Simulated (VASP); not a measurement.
Set up this calculation in VASP 6.6.1, as the native input.

* Task: single point
* Functional: PBE
* Potentials or basis: VASP PAW PBE potentials, release 64 (Ba_sv, Ti_sv, O)
* Cutoff: 520 eV
* k mesh: 2 × 2 × 2
* Occupations: gaussian, width 0.01 eV
* Spin: no spin polarisation
* Dipole correction: no
* Further INCAR settings: ALGO = Normal; EDIFF = 1e-06; NBANDS = 28

The structure of BaTiO3 lies in POSCAR:

```
BaTiO3
1.0
    4.0060000000      0.0000000000      0.0000000000
    0.0000000000      4.0060000000      0.0000000000
    0.0000000000      0.0000000000      4.0060000000
Ba Ti O
1 1 3
Direct
    0.5000000000      0.5000000000      0.5000000000
    0.0000000000      0.0000000000      0.0000000000
    0.5000000000      0.0000000000      0.0000000000
    0.0000000000      0.5000000000      0.0000000000
    0.0000000000      0.0000000000      0.5000000000
```

The input as run:

INCAR

```
SYSTEM = BaTiO3
PREC     = Accurate       ! precision mode
ENCUT    = 520            ! plane-wave cutoff, eV
EDIFF    = 1E-6           ! SCF threshold, eV
ISMEAR   = 0              ! smearing method
SIGMA    = 0.01           ! smearing width, eV
LREAL    = .False.        ! projectors in reciprocal space
LASPH    = .True.         ! aspherical terms in the spheres
NELM     = 60             ! most SCF steps
ALGO     = Normal         ! electronic algorithm
ISIF     = 2              ! what is computed and relaxed
LWAVE    = .False.        ! write WAVECAR
LCHARG   = .True.         ! write CHGCAR
GGA      = PE             ! functional
LELF     = .True.         ! ELF
LVHAR    = .True.       
NBANDS   = 28             ! bands
```

KPOINTS

```
Automatic mesh
0
Gamma
  2 2 2
  0 0 0
```

Potentials or basis: VASP PAW PBE potentials, release 64 (Ba_sv, Ti_sv, O).

Command:

```console
$ cat potpaw_PBE.64/Ba_sv/POTCAR potpaw_PBE.64/Ti_sv/POTCAR potpaw_PBE.64/O/POTCAR > POTCAR
$ mpirun -np 1 vasp_std > vasp.out
```

It gave:

```
Pressure               : 5.9 GPa
Band gap on the k mesh : 1.35 eV, indirect (least direct gap 1.50 eV)
```

Caveat: the k points lie up to 0.78 Å⁻¹ apart; spin-orbit coupling is left out, which moves the levels of the heavy elements.

It took 7.6 s on 1 thread of Intel(R) Xeon(R) 6975P-C (Granite Rapids) (shared host), peak memory 0.16 GiB.
